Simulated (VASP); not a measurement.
# C (Fmmm) in VASP: a series of runs

Runs on C. Level: PBEsol. Tasks: single point.

All numbers are computed with VASP 6.6.1; they aren't measurements. Logs are shortened: lines on timing, memory, paths and dates and some standing lists are left out, and cuts for length are marked.

**1. The cell of the first run**

It takes space group Fmmm (No. 69, orthorhombic). Conventional cell: a = 2.379 Å, b = 4.121 Å, c = 7.135 Å, α = 90.00°, β = 90.00°, γ = 90.00°. Within 1.8 Å of C (site symmetry m2m) lie 3 C at 1.37 Å.

**2. Single point, PBEsol**

Contents of INCAR:

```
PREC = Accurate
ENCUT = 520
EDIFF = 1E-7
ISMEAR = 0
SIGMA = 0.05
LREAL = False
LASPH = True
NELM = 60
ALGO = Normal
ISIF = 2
LWAVE = False
LCHARG = False
GGA = PS
NBANDS = 11
```

Contents of KPOINTS:

```
Automatic mesh
0
Gamma
  14 14 14
```

Contents of POSCAR:

```
C
1.0
    0.0000000000      2.0604872342      3.5676362887
    1.1895995880      0.0000000000      3.5676362887
    1.1895995880      2.0604872342      0.0000000000
C
2
Direct
    0.1666700000      0.8333300000      0.1666700000
    0.8333300000      0.1666700000      0.8333300000
```

Potentials or basis: VASP PAW PBE potentials, release 64 (C).

Launch:

```console
$ cat potpaw_PBE.64/C/POTCAR > POTCAR
$ mpirun -np 1 vasp_std > vasp.out
```

OUTCAR:

```text
PREC = Accurate
   ENCUT = 520
   EDIFF = 1E-7
   ISMEAR = 0
   LREAL = False
   LASPH = True
   NELM = 60
   ISIF = 2
   GGA = PS

 ion  position               nearest neighbor table
   1  0.167  0.833  0.167-   2 1.37   2 1.37   2 1.37
   2  0.833  0.167  0.833-   1 1.37   1 1.37   1 1.37

  LATTYP: Found a face centered orthorhombic cell.
 ALAT       =     2.3791991760
 B/A-ratio  =     1.7320846905
 C/A-ratio  =     2.9990228012

  Lattice vectors:

 A1 = (   0.0000000000,   2.0604872342,   3.5676362887)
 A2 = (   1.1895995880,   0.0000000000,   3.5676362887)
 A3 = (   1.1895995880,   2.0604872342,   0.0000000000)

Analysis of symmetry for initial positions (statically):
=====================================================================
 Subroutine PRICEL returns:
 Original cell was already a primitive cell.

 Routine SETGRP: Setting up the symmetry group for a
 face centered orthorhombic supercell.

 Subroutine GETGRP returns: Found  8 space group operations
 (whereof  8 operations were pure point group operations)
 out of a pool of  8 trial point group operations.

The static configuration has the point symmetry D_2h.

Analysis of symmetry for dynamics (positions and initial velocities):
=====================================================================
 Subroutine PRICEL returns:
 Original cell was already a primitive cell.

 Routine SETGRP: Setting up the symmetry group for a
 face centered orthorhombic supercell.

 Subroutine GETGRP returns: Found  8 space group operations
 (whereof  8 operations were pure point group operations)
 out of a pool of  8 trial point group operations.

The dynamic configuration has the point symmetry D_2h.

 Subroutine INISYM returns: Found  8 space group operations
 (whereof  8 operations are pure point group operations),
 and found     1 'primitive' translations

----------------------------------------------------------------------------------------

                                     Primitive cell

  volume of cell :      17.4897

  direct lattice vectors                    reciprocal lattice vectors
     0.000000000  2.060487234  3.567636289    -0.420309493  0.242661052  0.140148816
     1.189599588  0.000000000  3.567636289     0.420309493 -0.242661052  0.140148816
     1.189599588  2.060487234  0.000000000     0.420309493  0.242661052 -0.140148816

  length of vectors
     4.119907321  3.760741399  2.379234083     0.505159526  0.505159526  0.505159526

  position of ions in fractional coordinates (direct lattice)
     0.166670000  0.833330000  0.166670000
     0.833330000  0.166670000  0.833330000

  ion indices of the primitive-cell ions
   primitive index   ion index
                 1           1
                 2           2

----------------------------------------------------------------------------------------

 KPOINTS: Automatic mesh

Automatic generation of k-mesh.
 Grid dimensions read from file:
 generate k-points for:   14   14   14

 Generating k-lattice:

  Cartesian coordinates                     Fractional coordinates (reciprocal lattice)
    -0.030022107  0.017332932  0.010010630     0.071428571  0.000000000  0.000000000
     0.030022107 -0.017332932  0.010010630     0.000000000  0.071428571  0.000000000
     0.030022107  0.017332932 -0.010010630     0.000000000  0.000000000  0.071428571

  Length of vectors
     0.036082823  0.036082823  0.036082823

  Shift w.r.t. Gamma in fractional coordinates (k-lattice)
     0.000000000  0.000000000  0.000000000

 Subroutine IBZKPT returns following result:
 ===========================================

 Found    428 irreducible k-points:

 Following reciprocal coordinates:
            Coordinates               Weight
  0.000000  0.000000  0.000000      1.000000
  0.071429  0.000000  0.000000      8.000000
  0.142857  0.000000  0.000000      8.000000
  0.214286  0.000000  0.000000      8.000000
  0.285714  0.000000  0.000000      8.000000
  0.357143  0.000000  0.000000      8.000000
[... 16 lines left out ...]
  0.214286  0.142857  0.000000      8.000000
  0.285714  0.142857  0.000000      8.000000
 [... further k-points ...]
   k-points           NKPTS =    428   k-points in BZ     NKDIM =    428   number of bands    NBANDS=     11
   number of dos      NEDOS =    301   number of ions     NIONS =      2
   total plane-waves  NPLWV =  16128
   dimension x,y,z NGX =    32 NGY =   28 NGZ =   18
   dimension x,y,z NGXF=    64 NGYF=   56 NGZF=   36
   ions per type =               2
   NGX,Y,Z   is equivalent  to a cutoff of  12.91, 12.38, 12.58 a.u.
   NGXF,Y,Z  is equivalent  to a cutoff of  25.83, 24.76, 25.15 a.u.
 SYSTEM =  unknown system
   PREC   = accura    normal or accurate (medium, high low for compatibility)
   ISTART =      0    job   : 0-new  1-cont  2-samecut
   ICHARG =      2    charge: 1-file 2-atom 10-const
   ISPIN  =      1    spin polarized calculation?
   LNONCOLLINEAR =      F non collinear calculations
   LSORBIT =      F    spin-orbit coupling
   LASPH  =      T    aspherical Exc in radial PAW
   ENCUT  =  520.0 eV  38.22 Ry    6.18 a.u.   7.66  6.99  4.42*2*pi/ulx,y,z
   NELM   =     60;   NELMIN=  2; NELMDL= -5     # of ELM steps
   EDIFF  = 0.1E-06   stopping-criterion for ELM
   LREAL  =      F    real-space projection
   EDIFFG = 0.1E-05   stopping-criterion for IOM
   NSW    =      0    number of steps for IOM
   IBRION =     -1    ionic relax: 0-MD 1-quasi-New 2-CG
   NFREE  =      0    steps in history (QN), initial steepest desc. (CG)
   ISIF   =      2    stress and relaxation
   ISYM   =      2    0-nonsym 1-usesym 2-fastsym
   POTIM  = 0.5000    time-step for ionic-motion
   TEBEG  =    0.0;   TEEND  =   0.0 temperature during run
   PSTRESS=    0.0 pullay stress
   NELECT =       8.0000    total number of electrons
   NUPDOWN=      -1.0000    fix difference up-down
   EMIN   =  10.00;   EMAX   =-10.00  energy-range for DOS
   EFERMI =   0.00;   METHOD = LEGACY
   ISMEAR =     0;   SIGMA  =   0.05  broadening in eV -4-tet -1-fermi 0-gaus
   EFERMI_NEDOS =   21; number of points for ismear=-14 and -15
   IALGO  =     38    algorithm
   IMIX   =      4    mixing-type and parameters
     AMIX     =   0.40;   BMIX     =  1.00
     AMIX_MAG =   1.60;   BMIX_MAG =  1.00
  volume/ion in A,a.u.               =       8.74        59.01
  Fermi-wavevector in a.u.,A,eV,Ry     =   1.261376  2.383654 21.647797  1.591068
  Thomas-Fermi vector in A             =   2.394838
   LORBIT       =      0    0 simple, 1 ext, 2 COOP (PROOUT), +10 PAW based schemes
   GGA     = PS    functional components
   LHFCALC =     F    Hartree Fock is set to
   AEXX    =    0.0000 exact exchange contribution
   IVDW    =     0    specifies the selected vdW correction
   LEPSILON=     F    determine dielectric tensor
   LRPA    =     F    only Hartree local field effects (RPA)
 non-spin polarized calculation
 Gauss-broadening in eV      SIGMA  =   0.05
  energy-cutoff  :      520.00
  volume of cell :       17.49
 maximum number of plane-waves:       489
   NGX = 15   NGY = 13   NGZ =  9

 number of electron       8.0000000 magnetization

 Free energy of the ion-electron system (eV)
  ---------------------------------------------------
  ext. energy  EPLUGINS =         0.00000000
  ---------------------------------------------------
  free energy    TOTEN  =       -19.12317399 eV

  energy without entropy =      -19.12317399  energy(sigma->0) =      -19.12317399

 E-fermi :   4.7778     XC(G=0): -10.3111

 val. band max:        4.5159338251   @ k =   0.5000  -0.1429   0.3571
 cond. band min:       5.2375692345   @ k =  -0.0714   0.2857   0.2857
 fundamental gap:      0.7216354094
 Fermi energy:         4.7777519018

 k-point     1 :       0.0000    0.0000    0.0000
  band No.  band energies     occupation
      1     -15.7164      2.00000
      2      -2.9481      2.00000
      3       1.7847      2.00000
      4       1.7954      2.00000
      5       7.9326      0.00000
      6      13.7381      0.00000
      7      13.7746      0.00000
      8      17.5000      0.00000
      9      19.9092      0.00000
     10      28.1811      0.00000
     11      28.4318      0.00000

 k-point     2 :       0.0714    0.0000    0.0000
  band No.  band energies     occupation
      1     -15.5853      2.00000
      2      -2.8154      2.00000
      3       1.2886      2.00000
      4       1.5015      2.00000
      5       8.1447      0.00000
      6      13.8390      0.00000
      7      14.3236      0.00000
      8      16.9934      0.00000
      9      20.1015      0.00000
     10      27.8290      0.00000
     11      28.8867      0.00000

 k-point     3 :       0.1429    0.0000    0.0000
  band No.  band energies     occupation
      1     -15.1929      2.00000
      2      -2.4172      2.00000
      3      -0.0385      2.00000
      4       0.7971      2.00000
      5       8.7785      0.00000
      6      13.9167      0.00000
      7      15.6107      0.00000
      8      15.8876      0.00000
      9      20.7186      0.00000
     10      26.6050      0.00000
     11      30.0351      0.00000

 k-point     4 :       0.2143    0.0000    0.0000
  band No.  band energies     occupation
      1     -14.5431      2.00000
      2      -1.8360      2.00000
      3      -1.7553      2.00000
      4      -0.0482      2.00000
      5       9.8179      0.00000
      6      13.6556      0.00000
      7      13.8407      0.00000
      8      18.1236      0.00000
      9      21.6972      0.00000
     10      24.9066      0.00000
     11      29.9879      0.00000
[... 239 lines left out ...]
 k-point    22 :       0.1429    0.1429    0.0000
  band No.  band energies     occupation
      1     -15.6839      2.00000
      2      -3.2493      2.00000
      3       1.7857      2.00000
      4       1.7925      2.00000
      5       8.7140      0.00000
      6      13.7415      0.00000
      7      13.7646      0.00000
      8      17.5147      0.00000
      9      19.8912      0.00000
     10      26.6328      0.00000
     11      28.3965      0.00000

 k-point    23 :       0.2143    0.1429    0.0000
  band No.  band energies     occupation
      1     -15.5388      2.00000
      2      -3.2366      2.00000
      3       1.2846      2.00000
      4       1.5014      2.00000
      5       9.2791      0.00000
      6      13.8303      0.00000
      7      14.3226      0.00000
      8      17.0259      0.00000
      9      20.0688      0.00000
     10      25.8969      0.00000
     11      28.7950      0.00000

 k-point    24 :       0.2857    0.1429    0.0000
  band No.  band energies     occupation
      1     -15.1357      2.00000
      2      -2.9223      2.00000
      3      -0.0478      2.00000
      4       0.7971      2.00000
      5      10.2128      0.00000
      6      13.9071      0.00000
      7      15.6868      0.00000
      8      15.8930      0.00000
      9      20.6408      0.00000
     10      25.1061      0.00000
     11      29.5696      0.00000

 [... further k-points ...]
[... 5 lines left out ...]
  --------------------------------------------------------------------------------------
  -------------------------------------------------------------------------------------
  Total        5.0239012      5.0270251      0.0231557      0.0000000      0.0000000      0.0000000
  in kB      460.2251745    460.5113471      2.1212277      0.0000000      0.0000000      0.0000000
  external PRESSURE =     307.6192498 kB  Pullay stress =       0.0000000 kB

 VOLUME and BASIS-vectors are now :
 -----------------------------------------------------------------------------
  energy-cutoff  :      520.00
  volume of cell :       17.49
      direct lattice vectors                 reciprocal lattice vectors
     0.000000000  2.060487234  3.567636289    -0.420309493  0.242661052  0.140148816
     1.189599588  0.000000000  3.567636289     0.420309493 -0.242661052  0.140148816
     1.189599588  2.060487234  0.000000000     0.420309493  0.242661052 -0.140148816

 POSITION                                       TOTAL-FORCE (eV/Angst)
 -----------------------------------------------------------------------------------
      1.18960      0.68684      3.56764         0.000000      0.015215      0.000000
      1.18960      3.43413      3.56764         0.000000     -0.015215      0.000000
 -----------------------------------------------------------------------------------
    total drift:                               -0.000000     -0.000000      0.000000

  FREE ENERGIE OF THE ION-ELECTRON SYSTEM (eV)
  ---------------------------------------------------
  free  energy   TOTEN  =       -19.1231739921 eV

  energy  without entropy=      -19.1231739921  energy(sigma->0) =      -19.12317399
```

Wall time 62 s (1 thread of AMD EPYC 9R45 (Zen 5), shared host); peak memory 0.15 GiB.

Results:

```
Free energy            : -19.1232 eV
Pressure               : 30.8 GPa
Largest force          : 0.015 eV/Å
Band gap on the k mesh : 0.72 eV, indirect (least direct gap 0.84 eV)
```

Forces on the atoms (eV/Å):
```
C    0.000  0.015  0.000
C    0.000 -0.015  0.000
```

Caveat: the PAW data sets were made with another functional, which shifts forces and pressure a little. A k mesh can miss the band edges.

**3. Single point, PBEsol**

This run uses another cell than the first one, of the same volume but with other edges.

Contents of INCAR:

```
PREC     = Accurate       # precision mode
ENCUT    = 520            # plane-wave cutoff, eV
EDIFF    = 1E-6           # SCF threshold, eV
ISMEAR   = 0              # smearing method
SIGMA    = 0.05           # smearing width, eV
LREAL    = False          # projectors in reciprocal space
LASPH    = True           # aspherical terms in the spheres
NELM     = 80             # most SCF steps
ALGO     = Normal         # electronic algorithm
ISIF     = 2              # what is computed and relaxed
LWAVE    = False          # write WAVECAR
LCHARG   = False          # write CHGCAR
GGA      = PS             # functional
NBANDS   = 11             # bands
```

KPOINTS is that of step 2.

Contents of POSCAR:

```
C
1.0
    0.0000000000      2.1561406074      3.2581139650
    1.2448240084      0.0000000000      3.2581139650
    1.2448240084      2.1561406074      0.0000000000
C
2
Direct
    0.1666700000      0.8333300000      0.1666700000
    0.8333300000      0.1666700000      0.8333300000
```

Potentials or basis: VASP PAW PBE potentials, release 64 (C).

Launch:

```console
$ cat potpaw_PBE.64/C/POTCAR > POTCAR
$ mpirun -np 1 vasp_std > vasp.out
```

OUTCAR:

```text
PREC = Accurate
   ENCUT = 520
   EDIFF = 1E-6
   ISMEAR = 0
   LREAL = False
   LASPH = True
   NELM = 80
   ISIF = 2
   GGA = PS

 ion  position               nearest neighbor table
   1  0.167  0.833  0.167-   2 1.44   2 1.44   2 1.44
   2  0.833  0.167  0.833-   1 1.44   1 1.44   1 1.44

  LATTYP: Found a face centered orthorhombic cell.
 ALAT       =     2.4896480168
 B/A-ratio  =     1.7320846906
 C/A-ratio  =     2.6173289903

  Lattice vectors:

 A1 = (   0.0000000000,   2.1561406074,   3.2581139650)
 A2 = (   1.2448240084,   0.0000000000,   3.2581139650)
 A3 = (   1.2448240084,   2.1561406074,   0.0000000000)

Analysis of symmetry for initial positions (statically):
=====================================================================
 Subroutine PRICEL returns:
 Original cell was already a primitive cell.

 Routine SETGRP: Setting up the symmetry group for a
 face centered orthorhombic supercell.

 Subroutine GETGRP returns: Found  8 space group operations
 (whereof  8 operations were pure point group operations)
 out of a pool of  8 trial point group operations.

The static configuration has the point symmetry D_2h.

[... 165 lines left out ...]
 fundamental gap:      0.1485430228
 Fermi energy:         5.0394584775

 k-point     1 :       0.0000    0.0000    0.0000
  band No.  band energies     occupation
      1     -14.7332      2.00000
      2      -1.4801      2.00000
      3       1.6991      2.00000
      4       1.7371      2.00000
      5       9.1069      0.00000
      6      12.7931      0.00000
      7      12.8907      0.00000
      8      15.7237      0.00000
      9      16.7697      0.00000
     10      26.6577      0.00000
     11      30.5982      0.00000
[... 309 lines left out ...]
 k-point    24 :       0.2857    0.1429    0.0000
  band No.  band energies     occupation
      1     -14.1130      2.00000
      2      -1.9713      2.00000
      3      -0.0155      2.00000
      4       0.8461      2.00000
      5      11.8297      0.00000
      6      12.8878      0.00000
      7      14.2364      0.00000
      8      14.7114      0.00000
      9      17.6670      0.00000
     10      26.5389      0.00000
     11      28.1150      0.00000

 [... further k-points ...]
[... 5 lines left out ...]
  --------------------------------------------------------------------------------------
  -------------------------------------------------------------------------------------
  Total       -1.5965508     -1.6020341      0.3238088     -0.0000000      0.0000000      0.0000000
  in kB     -146.2554370   -146.7577443     29.6631973     -0.0000000      0.0000000      0.0000000
  external PRESSURE =     -87.7833280 kB  Pullay stress =       0.0000000 kB

 VOLUME and BASIS-vectors are now :
 -----------------------------------------------------------------------------
  energy-cutoff  :      520.00
  volume of cell :       17.49
      direct lattice vectors                 reciprocal lattice vectors
     0.000000000  2.156140607  3.258113965    -0.401663204  0.231895823  0.153463017
     1.244824008  0.000000000  3.258113965     0.401663204 -0.231895823  0.153463017
     1.244824008  2.156140607  0.000000000     0.401663204  0.231895823 -0.153463017

 POSITION                                       TOTAL-FORCE (eV/Angst)
 -----------------------------------------------------------------------------------
      1.24482      0.71873      3.25811         0.000000      0.040554      0.000000
      1.24482      3.59355      3.25811         0.000000     -0.040554      0.000000
 -----------------------------------------------------------------------------------
    total drift:                               -0.000000     -0.000000     -0.000000

  FREE ENERGIE OF THE ION-ELECTRON SYSTEM (eV)
  ---------------------------------------------------
  free  energy   TOTEN  =       -19.2558538995 eV

  energy  without entropy=      -19.2558427247  energy(sigma->0) =      -19.25584831
```

stdout:

```text
POSCAR found type information on POSCAR C
 POSCAR found :  1 types and       2 ions
 scaLAPACK will be used
 -----------------------------------------------------------------------------
|                                                                             |
|                                                                             |
|     You enforced a specific xc type in the INCAR file but a different       |
|     I HOPE YOU KNOW WHAT YOU ARE DOING!                                     |
|                                                                             |
 -----------------------------------------------------------------------------

 LDA part: xc-table for (Slater+PW92), standard interpolation
 POSCAR, INCAR and KPOINTS ok, starting setup
 FFT: planning ... GRIDC
 FFT: planning ... GRID_SOFT
 FFT: planning ... GRID
 WAVECAR not read
 entering main loop
```

It took 66 s on 1 thread of AMD EPYC 9R45 (Zen 5), shared host; peak memory 0.15 GiB.

Results:

* Free energy: -19.2559 eV
* Pressure: -8.8 GPa
* Largest force: 0.041 eV/Å
* Band gap on the k mesh: 0.15 eV, indirect (least direct gap 0.20 eV)

Forces on the atoms (eV/Å):
```
C    0.000  0.041  0.000
C    0.000 -0.041  0.000
```

Stress tensor (GPa, compression positive):
```
-14.63   0.00   0.00
  0.00 -14.68   0.00
  0.00   0.00   2.97
```

Caveat: the PAW data sets were made with another functional, which shifts forces and pressure a little. A k mesh can miss the band edges.

[end of part 1 of 2]
